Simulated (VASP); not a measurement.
# Hf (Pm-3n) in VASP: single point with RPBE

Aim: the single point of Hf with RPBE.

Program: VASP 6.6.1. These are calculated values, not measurements. Logs are shortened: lines on timing, memory, paths and dates and some standing lists are left out, and cuts for length are marked.

**1. The cell of the first run**

Symmetry: Pm-3n, No. 223, cubic system. The conventional cell has a = 5.712 Å, b = 5.712 Å, c = 5.712 Å, α = 90.00°, β = 90.00°, γ = 90.00°. Within 4.2 Å of Hf (site symmetry m-3) lie 12 Hf at 3.19 Å. Hf (site symmetry -4m2) has 14 Hf at 2.86 to 3.50 Å within 3.8 Å.

**2. Single point, RPBE**

The input, INCAR:

```
ALGO = Normal
EDIFF = 1E-6
ENCUT = 520
GGA = RP
ISIF = 2
ISMEAR = -1
LASPH = T
LCHARG = T
LELF = T
LREAL = F
LVHAR = T
LWAVE = F
NBANDS = 50
NELM = 80
PREC = Accurate
SIGMA = 0.1
```

The input, KPOINTS:

```
k-points
0
Gamma
  6 6 6
```

The input, POSCAR:

```
Hf
1.0
    5.7122127291      0.0000000000      0.0000000000
    0.0000000000      5.7122127291      0.0000000000
    0.0000000000      0.0000000000      5.7122127291
Hf
8
Direct
    1.0000000000      1.0000000000      1.0000000000
    0.5000000000      0.5000000000      0.5000000000
    0.2500000000      0.0000000000      0.5000000000
    0.7500000000      0.0000000000      0.5000000000
    0.5000000000      0.2500000000      0.0000000000
    0.5000000000      0.7500000000      0.0000000000
    0.0000000000      0.5000000000      0.2500000000
    0.0000000000      0.5000000000      0.7500000000
```

Potentials or basis: VASP PAW PBE potentials, release 64 (Hf_pv).

Run with:

```bash
$ cat potpaw_PBE.64/Hf_pv/POTCAR > POTCAR
$ mpirun -np 1 vasp_std > vasp.out
```

OUTCAR:

```text
EDIFF = 1E-6
   ENCUT = 520
   GGA = RP
   ISIF = 2
   ISMEAR = -1
   LASPH = T
   LREAL = F
   NELM = 80
   PREC = Accurate

 ion  position               nearest neighbor table
   1  0.000  0.000  0.000-   3 3.19   4 3.19   5 3.19   6 3.19   7 3.19   8 3.19   3 3.19   4 3.19
                             7 3.19   8 3.19   5 3.19   6 3.19
   2  0.500  0.500  0.500-   3 3.19   4 3.19   5 3.19   6 3.19   7 3.19   8 3.19   5 3.19   6 3.19
                             3 3.19   4 3.19   7 3.19   8 3.19
   3  0.250  0.000  0.500-   4 2.86   4 2.86   1 3.19   1 3.19   2 3.19   2 3.19   8 3.50   7 3.50
                             8 3.50   7 3.50   6 3.50   5 3.50   5 3.50   6 3.50
   4  0.750  0.000  0.500-   3 2.86   3 2.86   1 3.19   1 3.19   2 3.19   2 3.19   8 3.50   7 3.50
                             8 3.50   7 3.50   6 3.50   5 3.50   5 3.50   6 3.50
   5  0.500  0.250  0.000-   6 2.86   6 2.86   1 3.19   2 3.19   2 3.19   1 3.19   8 3.50   7 3.50
                             7 3.50   8 3.50   3 3.50   4 3.50   3 3.50   4 3.50
   6  0.500  0.750  0.000-   5 2.86   5 2.86   1 3.19   2 3.19   2 3.19   1 3.19   8 3.50   7 3.50
                             7 3.50   8 3.50   3 3.50   4 3.50   3 3.50   4 3.50
   7  0.000  0.500  0.250-   8 2.86   8 2.86   1 3.19   2 3.19   1 3.19   2 3.19   3 3.50   4 3.50
                             5 3.50   3 3.50   4 3.50   6 3.50   5 3.50   6 3.50
   8  0.000  0.500  0.750-   7 2.86   7 2.86   1 3.19   2 3.19   1 3.19   2 3.19   3 3.50   4 3.50
                             5 3.50   3 3.50   4 3.50   6 3.50   5 3.50   6 3.50

  LATTYP: Found a simple cubic cell.
 ALAT       =     5.7122127291

  Lattice vectors:

 A1 = (   5.7122127291,   0.0000000000,   0.0000000000)
 A2 = (   0.0000000000,   5.7122127291,   0.0000000000)
 A3 = (   0.0000000000,   0.0000000000,   5.7122127291)

Analysis of symmetry for initial positions (statically):
=====================================================================
 Subroutine PRICEL returns:
 Original cell was already a primitive cell.

 Routine SETGRP: Setting up the symmetry group for a
 simple cubic supercell.

 Subroutine GETGRP returns: Found 48 space group operations
 (whereof 24 operations were pure point group operations)
 out of a pool of 48 trial point group operations.

The static configuration has the point symmetry T_h .
 The point group associated with its full space group is O_h .

Analysis of symmetry for dynamics (positions and initial velocities):
=====================================================================
 Subroutine PRICEL returns:
 Original cell was already a primitive cell.

 Routine SETGRP: Setting up the symmetry group for a
 simple cubic supercell.

 Subroutine GETGRP returns: Found 48 space group operations
 (whereof 24 operations were pure point group operations)
 out of a pool of 48 trial point group operations.

The dynamic configuration has the point symmetry T_h .
 The point group associated with its full space group is O_h .

 Subroutine INISYM returns: Found 48 space group operations
 (whereof 24 operations are pure point group operations),
 and found     1 'primitive' translations

----------------------------------------------------------------------------------------

                                     Primitive cell

  volume of cell :     186.3859

  direct lattice vectors                    reciprocal lattice vectors
     5.712212729  0.000000000  0.000000000     0.175063508  0.000000000  0.000000000
     0.000000000  5.712212729  0.000000000     0.000000000  0.175063508  0.000000000
     0.000000000  0.000000000  5.712212729     0.000000000  0.000000000  0.175063508

  length of vectors
     5.712212729  5.712212729  5.712212729     0.175063508  0.175063508  0.175063508

  position of ions in fractional coordinates (direct lattice)
     0.000000000  0.000000000  0.000000000
     0.500000000  0.500000000  0.500000000
     0.250000000  0.000000000  0.500000000
     0.750000000  0.000000000  0.500000000
     0.500000000  0.250000000  0.000000000
     0.500000000  0.750000000  0.000000000
     0.000000000  0.500000000  0.250000000
     0.000000000  0.500000000  0.750000000

  ion indices of the primitive-cell ions
   primitive index   ion index
                 1           1
                 2           2
                 3           3
                 4           4
                 5           5
                 6           6
                 7           7
                 8           8

----------------------------------------------------------------------------------------

 KPOINTS: k-points

Automatic generation of k-mesh.
 Grid dimensions read from file:
 generate k-points for:    6    6    6

 Generating k-lattice:

  Cartesian coordinates                     Fractional coordinates (reciprocal lattice)
     0.029177251  0.000000000  0.000000000     0.166666667  0.000000000  0.000000000
     0.000000000  0.029177251  0.000000000     0.000000000  0.166666667  0.000000000
     0.000000000  0.000000000  0.029177251     0.000000000  0.000000000  0.166666667

  Length of vectors
     0.029177251  0.029177251  0.029177251

  Shift w.r.t. Gamma in fractional coordinates (k-lattice)
     0.000000000  0.000000000  0.000000000

 Subroutine IBZKPT returns following result:
 ===========================================

 Found     20 irreducible k-points:

 Following reciprocal coordinates:
            Coordinates               Weight
  0.000000  0.000000  0.000000      1.000000
  0.166667  0.000000  0.000000      6.000000
  0.333333  0.000000  0.000000      6.000000
  0.500000  0.000000  0.000000      3.000000
  0.166667  0.166667  0.000000     12.000000
  0.333333  0.166667  0.000000     24.000000
[... 12 lines left out ...]
  0.500000  0.500000  0.333333      6.000000
  0.500000  0.500000  0.500000      1.000000
   k-points           NKPTS =     20   k-points in BZ     NKDIM =     20   number of bands    NBANDS=     50
   number of dos      NEDOS =    301   number of ions     NIONS =      8
   total plane-waves  NPLWV =  74088
   dimension x,y,z NGX =    42 NGY =   42 NGZ =   42
   dimension x,y,z NGXF=    84 NGYF=   84 NGZF=   84
   ions per type =               8
   NGX,Y,Z   is equivalent  to a cutoff of  12.22, 12.22, 12.22 a.u.
   NGXF,Y,Z  is equivalent  to a cutoff of  24.45, 24.45, 24.45 a.u.
 SYSTEM =  unknown system
   PREC   = accura    normal or accurate (medium, high low for compatibility)
   ISTART =      0    job   : 0-new  1-cont  2-samecut
   ICHARG =      2    charge: 1-file 2-atom 10-const
   ISPIN  =      1    spin polarized calculation?
   LNONCOLLINEAR =      F non collinear calculations
   LSORBIT =      F    spin-orbit coupling
   LASPH  =      T    aspherical Exc in radial PAW
   ENCUT  =  520.0 eV  38.22 Ry    6.18 a.u.  10.62 10.62 10.62*2*pi/ulx,y,z
   NELM   =     80;   NELMIN=  2; NELMDL= -5     # of ELM steps
   EDIFF  = 0.1E-05   stopping-criterion for ELM
   LREAL  =      F    real-space projection
   EDIFFG = 0.1E-04   stopping-criterion for IOM
   NSW    =      0    number of steps for IOM
   IBRION =     -1    ionic relax: 0-MD 1-quasi-New 2-CG
   NFREE  =      0    steps in history (QN), initial steepest desc. (CG)
   ISIF   =      2    stress and relaxation
   ISYM   =      2    0-nonsym 1-usesym 2-fastsym
   POTIM  = 0.5000    time-step for ionic-motion
   TEBEG  =    0.0;   TEEND  =   0.0 temperature during run
   PSTRESS=    0.0 pullay stress
   NELECT =      80.0000    total number of electrons
   NUPDOWN=      -1.0000    fix difference up-down
   EMIN   =  10.00;   EMAX   =-10.00  energy-range for DOS
   EFERMI =   0.00;   METHOD = LEGACY
   ISMEAR =    -1;   SIGMA  =   0.10  broadening in eV -4-tet -1-fermi 0-gaus
   EFERMI_NEDOS =   21; number of points for ismear=-14 and -15
   IALGO  =     38    algorithm
   IMIX   =      4    mixing-type and parameters
     AMIX     =   0.40;   BMIX     =  1.00
     AMIX_MAG =   1.60;   BMIX_MAG =  1.00
  volume/ion in A,a.u.               =      23.30       157.22
  Fermi-wavevector in a.u.,A,eV,Ry     =   1.234906  2.333633 20.748776  1.524992
  Thomas-Fermi vector in A             =   2.369577
   LORBIT       =      0    0 simple, 1 ext, 2 COOP (PROOUT), +10 PAW based schemes
   GGA     = RP    functional components
   LHFCALC =     F    Hartree Fock is set to
   AEXX    =    0.0000 exact exchange contribution
   IVDW    =     0    specifies the selected vdW correction
   LEPSILON=     F    determine dielectric tensor
   LRPA    =     F    only Hartree local field effects (RPA)
 non-spin polarized calculation
  energy-cutoff  :      520.00
  volume of cell :      186.39
 maximum number of plane-waves:      5058
   NGX = 21   NGY = 21   NGZ = 21

 number of electron      80.0000044 magnetization

 Free energy of the ion-electron system (eV)
  ---------------------------------------------------
  ext. energy  EPLUGINS =         0.00000000
  ---------------------------------------------------
  free energy    TOTEN  =       -74.35146537 eV

  energy without entropy =      -73.74824893  energy(sigma->0) =      -74.04985715

 E-fermi :   4.2778     XC(G=0): -11.0219

 val. band max:        4.2732800121   @ k =   0.5000   0.1667   0.0000
 cond. band min:       4.2809900262   @ k =   0.5000   0.5000   0.0000
 fundamental gap:      0.0077100141
 Fermi energy:         4.2777523704

 k-point     1 :       0.0000    0.0000    0.0000
  band No.  band energies     occupation
      1     -26.4704      2.00000
      2     -26.4704      2.00000
      3     -26.3887      2.00000
      4     -26.2222      2.00000
      5     -26.2222      2.00000
      6     -26.2222      2.00000
[... 42 lines left out ...]
     49       5.9755      0.00000
     50       7.7383      0.00000

 k-point     2 :       0.1667    0.0000    0.0000
  band No.  band energies     occupation
      1     -26.4758      2.00000
      2     -26.4456      2.00000
      3     -26.3591      2.00000
      4     -26.2176      2.00000
      5     -26.2176      2.00000
      6     -26.1867      2.00000
[... 42 lines left out ...]
     49       6.2416      0.00000
     50       7.0136      0.00000

 k-point     3 :       0.3333    0.0000    0.0000
  band No.  band energies     occupation
      1     -26.4809      2.00000
      2     -26.4532      2.00000
      3     -26.2088      2.00000
      4     -26.2088      2.00000
      5     -26.1966      2.00000
      6     -26.0974      2.00000
[... 42 lines left out ...]
     49       6.5069      0.00000
     50       6.8531      0.00000

 k-point     4 :       0.5000    0.0000    0.0000
  band No.  band energies     occupation
      1     -26.4726      2.00000
      2     -26.4726      2.00000
      3     -26.2050      2.00000
      4     -26.2050      2.00000
      5     -26.1058      2.00000
      6     -26.1058      2.00000
[... 787 lines left out ...]
 k-point    19 :       0.5000    0.5000    0.3333
  band No.  band energies     occupation
      1     -26.2823      2.00000
      2     -26.1229      2.00000
      3     -26.1229      2.00000
      4     -26.1153      2.00000
      5     -26.0838      2.00000
      6     -26.0580      2.00000
[... 42 lines left out ...]
     49       7.1280      0.00000
     50       7.1533      0.00000

 k-point    20 :       0.5000    0.5000    0.5000
  band No.  band energies     occupation
      1     -26.1119      2.00000
      2     -26.1119      2.00000
      3     -26.1119      2.00000
      4     -26.1119      2.00000
      5     -26.1119      2.00000
      6     -26.1119      2.00000
[... 42 lines left out ...]
     49       7.7435      0.00000
     50       7.7435      0.00000

------------------------ aborting loop because EDIFF is reached ----------------------------------------

  FORCE on cell =-STRESS in cart. coord.  units (eV):
  Direction    XX          YY          ZZ          XY          YZ          ZX
  --------------------------------------------------------------------------------------
  -------------------------------------------------------------------------------------
  Total       -0.4855143     -0.4855143     -0.4855143     -0.0000000      0.0000000     -0.0000000
  in kB       -4.1734907     -4.1734907     -4.1734907     -0.0000000      0.0000000     -0.0000000
  external PRESSURE =      -4.1734907 kB  Pullay stress =       0.0000000 kB

 VOLUME and BASIS-vectors are now :
 -----------------------------------------------------------------------------
  energy-cutoff  :      520.00
  volume of cell :      186.39
      direct lattice vectors                 reciprocal lattice vectors
     5.712212729  0.000000000  0.000000000     0.175063508  0.000000000  0.000000000
     0.000000000  5.712212729  0.000000000     0.000000000  0.175063508  0.000000000
     0.000000000  0.000000000  5.712212729     0.000000000  0.000000000  0.175063508

 POSITION                                       TOTAL-FORCE (eV/Angst)
 -----------------------------------------------------------------------------------
      0.00000      0.00000      0.00000        -0.000000     -0.000000      0.000000
      2.85611      2.85611      2.85611        -0.000000     -0.000000      0.000000
      1.42805      0.00000      2.85611        -0.000000     -0.000000      0.000000
      4.28416      0.00000      2.85611         0.000000      0.000000     -0.000000
      2.85611      1.42805      0.00000        -0.000000     -0.000000      0.000000
      2.85611      4.28416      0.00000         0.000000     -0.000000     -0.000000
      0.00000      2.85611      1.42805         0.000000     -0.000000      0.000000
      0.00000      2.85611      4.28416        -0.000000      0.000000     -0.000000
 -----------------------------------------------------------------------------------
    total drift:                                0.000000     -0.000000     -0.000000

  FREE ENERGIE OF THE ION-ELECTRON SYSTEM (eV)
  ---------------------------------------------------
  free  energy   TOTEN  =       -74.3514653684 eV

  energy  without entropy=      -73.7482489253  energy(sigma->0) =      -74.04985715
```

Run time: 2.4 min. Hardware: 1 thread of Intel Xeon 6975P-C, shared host; peak memory 0.32 GiB.

Results:

| Quantity | Value |
| --- | --- |
| Free energy | -74.3515 eV |
| Pressure | -0.4 GPa |
| Band gap on the k mesh | zero (band 40 reaches 4.37 eV, above the bottom of band 41 at 3.85 eV) |

Levels at points of the mesh, in eV from the Fermi level:
| k point | band 38 | band 39 | band 40 | band 41 | band 42 | band 43 |
| --- | --- | --- | --- | --- | --- | --- |
| (0.00, 0.00, 0.00) | -0.69 | -0.43 | -0.43 | -0.43 | -0.01 | 0.06 |
| (0.50, 0.00, 0.00) | -0.23 | -0.04 | -0.04 | 0.01 | 0.01 | 0.21 |
| (0.50, 0.50, 0.00) | -0.08 | -0.08 | 0.00 | 0.00 | 0.02 | 0.11 |
| (0.50, 0.50, 0.50) | 0.09 | 0.09 | 0.09 | 0.09 | 0.09 | 0.60 |

Caveat: the PAW data sets were made with another functional, which shifts forces and pressure a little; spin-orbit coupling is left out, which moves the levels of the heavy elements.
